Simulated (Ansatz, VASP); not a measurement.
One calculation of CoPdO2, two programs

```
CELL_PARAMETERS angstrom
1.41305 2.44748 0.00000
-1.41305 2.44748 0.00000
0.00000 -1.63165 5.92042
ATOMIC_POSITIONS crystal
Pd 0.00000 0.00000 0.00000
Co 0.50000 0.50000 0.50000
O 0.11215 0.11215 0.33645
O 0.88785 0.88785 0.66355
```

Alike in both runs: task single point; functional PBE; k mesh 7 × 7 × 7; no spin polarisation.

```csv
,VASP,Ansatz
version,VASP 6.6.1,Ansatz 0.2.0
potentials or method,"VASP PAW PBE potentials, release 64 (Pd, Co, O), cutoff 520 eV",PAW plane waves
occupations,"fermi-dirac, width 0.1 eV",fermi-dirac
valence electrons in the cell,31,47
```

Ansatz gave:

| Item | Value |
| --- | --- |
| gap on the k mesh at the Fermi level (eV) | none |
| pressure (GPa) | 6.8 |
| traceless stress, the component that is largest in VASP (GPa) | 0.83 |
| rms of the force components (eV/Å) | 0.072 |

Task: What did VASP give for the same quantities?

Result: gap on the k mesh at the Fermi level (eV): none; pressure (GPa): 6.7; traceless stress, the component that is largest in VASP (GPa): 0.75; rms of the force components (eV/Å): 0.050.

Atom by atom the forces differ by 0.022 eV/Å (rms over components). A gap of «none» marks a metal or a gap that the smearing closes. VASP's potentials hold 31 valence electrons a cell and Ansatz's 47, so a difference there can come from the potentials and not from the codes.

The k mesh is coarse, so the values compare programs but aren't converged.
